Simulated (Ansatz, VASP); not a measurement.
# Two plane-wave programs on KCd2P2

File INCAR:

```
SYSTEM = KCd2P2
PREC = Accurate ; ENCUT = 500
EDIFF = 1E-6 ; ISMEAR = 0
SIGMA = 0.2 ; LREAL = .False.
LASPH = .True. ; NELM = 120
ALGO = Normal ; ISIF = 2
LWAVE = .False. ; LCHARG = .True.
GGA = PE ; LELF = .True.
LVHAR = .True. ; NBANDS = 54
GGA_COMPAT = .False.
```

The input KPOINTS:

```
regular mesh
0
Gamma
  4 4 4
  0 0 0
```

POSCAR

```
KCd2P2
1.0
   -4.4799925158      4.4799925158      0.0000000000
    4.4799925158      4.4799925158      0.0000000000
    2.2399962579     -2.2399962579     -5.9680561079
K Cd P
2 4 4
Direct
    0.0000000000      0.0000000000      0.0000000000
    0.5000000000      0.5000000000      0.0000000000
    0.5000000000      0.2500000000      0.5000000000
    0.0000000000      0.7500000000      0.5000000000
    1.0000000000      0.2500000000      0.5000000000
    0.5000000000      0.7500000000      0.5000000000
    0.8802715660      0.5000000000      0.7605431321
    0.3802715660      1.0000000000      0.7605431321
    0.1197284340      0.5000000000      0.2394568679
    0.6197284340      1.0000000000      0.2394568679
```

Input for Ansatz:

```yaml
crystal:
  lattice:
    - [-4.4799925158, 4.4799925158, 0.0]
    - [4.4799925158, 4.4799925158, 0.0]
    - [2.2399962579, -2.2399962579, -5.9680561079]
  atoms:
    - { symbol: K, position: [0.0, 0.0, 0.0] }
    - { symbol: K, position: [0.5, 0.5, 0.0] }
    - { symbol: Cd, position: [0.5, 0.25, 0.5] }
    - { symbol: Cd, position: [0.0, 0.75, 0.5] }
    - { symbol: Cd, position: [1.0, 0.25, 0.5] }
    - { symbol: Cd, position: [0.5, 0.75, 0.5] }
    - { symbol: P, position: [0.880271566, 0.5, 0.7605431321] }
    - { symbol: P, position: [0.380271566, 1.0, 0.7605431321] }
    - { symbol: P, position: [0.119728434, 0.5, 0.2394568679] }
    - { symbol: P, position: [0.619728434, 1.0, 0.2394568679] }
basis:
  ecutwfc: 420
kpoints:
  mp_grid: { grid: [4, 4, 4] }
hamiltonian:
  xc: pbe
scf:
  occupations: { method: gaussian, width: 0.2 }
  lower_state_search: "off"
output:
  forces: true
  stress: true
  eigenvalues: true
```

Alike in both runs: task single point; functional PBE; k mesh 4 × 4 × 4; occupations gaussian, width 0.2 eV; no spin polarisation.

|  | VASP | Ansatz |
| --- | --- | --- |
| version | VASP 6.6.1 | Ansatz 0.2.0 |
| potentials or method | VASP PAW PBE potentials, release 64 (K_sv, Cd, P), cutoff 500 eV | scalar-relativistic, plane waves, PAW |
| valence electrons in the cell | 86 | 118 |

VASP gave:

| Property | Result |
| --- | --- |
| gap on the k mesh at the Fermi level (eV) | none |
| pressure (GPa) | 0.3 |
| traceless stress, the component that is largest in VASP (GPa) | 0.15 |
| rms of the force components (eV/Å) | 0.015 |

Q: Which values does Ansatz return?

A: gap on the k mesh at the Fermi level (eV): none; pressure (GPa): 0.1; traceless stress, the component that is largest in VASP (GPa): 0.15; rms of the force components (eV/Å): 0.005.

Atom by atom the forces differ by 0.010 eV/Å (rms over components). A gap of «none» marks a metal or a gap that the smearing closes. The functional is the same, so the differences come from potentials, cutoffs and numerics. VASP's potentials hold 86 valence electrons a cell and Ansatz's 118, so a difference there can come from the potentials and not from the codes.
